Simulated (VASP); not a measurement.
# PbS: single point with r2SCAN

Crystal: PbS.

```
Pb S
1.0
     4.08180    0.00000    0.00000
    -2.04090    3.53494    0.00000
     0.00000    0.00000    7.25965
Pb S
2 2
Direct
  0.00000 0.00000 0.00000
  0.00000 0.00000 0.50000
  0.33333 0.66667 0.25000
  0.66667 0.33333 0.75000
```

```yaml
Program: VASP 6.6.1
Task: single point
Functional: r2SCAN
Potentials_or_basis: VASP PAW PBE potentials, release 64 (Pb_d, S)
Cutoff: 520 eV
k_mesh: 6 × 6 × 4
Occupations: fermi-dirac, width 0.02 eV
Spin: no spin polarisation
```

```yaml
Pressure: 1.8 GPa
Band_gap_on_the_k_mesh: 0.11 eV (least direct gap 0.13 eV)
```

Stress tensor (GPa, compression positive):
```
1.67 0.00 0.00
0.00 1.67 0.00
0.00 0.00 2.11
```

Levels at points of the mesh, in eV from the valence-band top:
```tsv
k point	band 16	band 17	band 18	band 19	band 20	band 21	band 22	band 23	band 24	band 25
(0.00, 0.00, 0.00)	-2.66	-2.66	-2.19	-2.19	0.00	0.13	3.12	3.12	3.58	3.58
(0.50, 0.00, 0.00)	-5.05	-3.83	-2.35	-2.19	-1.34	0.11	1.72	2.44	3.70	4.79
(0.00, 0.00, 0.50)	-2.42	-2.42	-2.42	-1.94	-1.94	2.55	2.55	3.20	3.20	3.20
(0.50, 0.00, 0.50)	-3.97	-3.30	-3.30	-3.23	-3.23	2.52	2.52	2.77	2.77	3.47
```

It took 7.6 min on 1 thread of Intel Xeon 8259CL (shared host), peak memory 0.25 GiB.

Caveat: the PAW data sets were made with another functional, which shifts forces and pressure a little; spin-orbit coupling is left out, which moves the levels of the heavy elements. A k mesh can miss the band edges.
